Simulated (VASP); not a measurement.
Input of a VASP 6.6.1 run:

File POSCAR:

```
ZnSe
1.0
    4.1077020000      0.0000000000      0.0000000000
    0.0000000000      4.1077020000      0.0000000000
    0.0000000000      0.0000000000      6.0703500000
Zn Se
2 2
Direct
    0.0000000000      0.0000000000      0.0000000000
    0.5000000000      0.5000000000      0.0000000000
    0.0000000000      0.5000000000      0.2462800000
    0.5000000000      0.0000000000      0.7537200000
```

Contents of INCAR.step1:

```
SYSTEM = ZnSe
PREC     = Accurate       ! precision mode
ENCUT    = 520            ! plane-wave cutoff, eV
ISMEAR   = 0              ! smearing method
SIGMA    = 0.01           ! smearing width, eV
LREAL    = .False.        ! projectors in reciprocal space
LASPH    = .True.         ! aspherical terms in the spheres
NELM     = 100            ! most SCF steps
NBANDS   = 26             ! bands
GGA      = PE             ! functional
ALGO     = Normal         ! electronic algorithm
EDIFF    = 1E-4           ! SCF threshold, eV
LWAVE    = .True.         ! write WAVECAR
LCHARG   = .False.        ! write CHGCAR
```

Contents of INCAR.step2:

```
SYSTEM = ZnSe
PREC     = Accurate       ! precision mode
ENCUT    = 520            ! plane-wave cutoff, eV
EDIFF    = 1E-6           ! SCF threshold, eV
ISMEAR   = 0              ! smearing method
SIGMA    = 0.01           ! smearing width, eV
LREAL    = .False.        ! projectors in reciprocal space
LASPH    = .True.         ! aspherical terms in the spheres
NELM     = 100            ! most SCF steps
ALGO     = Normal         ! electronic algorithm
ISIF     = 2              ! what is computed and relaxed
LWAVE    = .False.        ! write WAVECAR
LCHARG   = .True.         ! write CHGCAR
METAGGA  = R2SCAN         ! meta-GGA
LMIXTAU  = .True.       
LELF     = .True.         ! ELF
LVHAR    = .True.       
NBANDS   = 26             ! bands
ISTART   = 1
```

Contents of KPOINTS:

```
Automatic mesh
0
Gamma
  4 4 4
  0 0 0
```

Potentials or basis: VASP PAW PBE potentials, release 64 (Zn, Se).

The run is started by

```console
$ cat potpaw_PBE.64/Zn/POTCAR potpaw_PBE.64/Se/POTCAR > POTCAR
$ cp INCAR.step1 INCAR
$ mpirun -np 1 vasp_std > vasp.out
$ cp INCAR.step2 INCAR
$ mpirun -np 1 vasp_std > vasp.out
```

(1) What does it give for the band gap on the k mesh?

(2) Estimate the largest force.

(3) What does it give for the pressure?

Answers

(1) 2.41 eV.

(2) 0.375 eV/Å.

(3) -1.8 GPa.

Caveat: the PAW data sets were made with another functional, which shifts forces and pressure a little.
